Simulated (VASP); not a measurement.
Ir:

```xyz
1
Lattice="0.0000 1.9156 1.9156 1.9156 0.0000 1.9156 1.9156 1.9156 0.0000" Properties=species:S:1:pos:R:3 pbc="T T T"
Ir    0.0000    0.0000    0.0000
```

Program: VASP 6.6.1. Alike in all runs: task single point; level r2SCAN; potentials or basis VASP PAW PBE potentials, release 64 (Ir); no spin polarisation; cell as given; cutoff (eV) 550; smearing fermi-dirac 0.15 eV.

Problem. Order these runs on this cell by their pressure, lowest first.
A. k mesh 6 × 6 × 6
B. k mesh 9 × 9 × 9
C. k mesh 5 × 5 × 5
D. k mesh 4 × 4 × 4

Solution. D (-3.5 GPa), B (6.7 GPa), A (8.3 GPa), C (12.2 GPa).

Caveats: some runs use coarse meshes; the PAW data sets were made with another functional, which shifts forces and pressure a little.
